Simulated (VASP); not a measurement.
**CsSnI3: single point with r2SCAN**

The system is CsSnI3.

```xyz
5
Lattice="6.2415 0.0000 0.0000 0.0000 6.2415 0.0000 0.0000 0.0000 6.2415" Properties=species:S:1:pos:R:3 pbc="T T T"
Cs    0.0000    0.0000    0.0000
Sn    3.1207    3.1207    3.1207
I     3.1207    3.1207    0.0000
I     3.1207    0.0000    3.1207
I     0.0000    3.1207    3.1207
```

```
Program                : VASP 6.6.1
Task                   : single point
Functional             : r2SCAN
Potentials or basis    : VASP PAW PBE potentials, release 64 (Cs_sv, Sn_d, I)
Cutoff                 : 520 eV
k mesh                 : 4 × 4 × 4
Occupations            : gaussian, width 0.01 eV
Spin                   : no spin polarisation
Dipole correction      : no
Further INCAR settings : ALGO = Normal; EDIFF = 1e-06; NBANDS = 30
```

- Pressure: 0.0 GPa
- Band gap on the k mesh: 0.50 eV

Levels at points of the mesh, in eV from the valence-band top:
| k point | band 20 | band 21 | band 22 | band 23 | band 24 | band 25 |
| --- | --- | --- | --- | --- | --- | --- |
| (0.00, 0.00, 0.00) | -2.35 | -2.35 | -2.35 | 2.60 | 3.42 | 3.42 |
| (0.50, 0.00, 0.00) | -2.47 | -2.47 | -1.68 | 1.23 | 4.12 | 4.26 |
| (0.50, 0.50, 0.00) | -2.72 | -1.92 | -0.83 | 0.92 | 0.92 | 4.21 |
| (0.50, 0.50, 0.50) | -1.90 | -1.90 | 0.00 | 0.50 | 0.50 | 0.50 |

Wall time 7.2 min on 1 thread of Intel(R) Xeon(R) Platinum 8259CL CPU @ 2.50GHz (Skylake/Cascade Lake) (shared host), peak memory 0.39 GiB.

Caveat: the PAW data sets were made with another functional, which shifts forces and pressure a little; spin-orbit coupling is left out, which moves the levels of the heavy elements. A k mesh can miss the band edges.
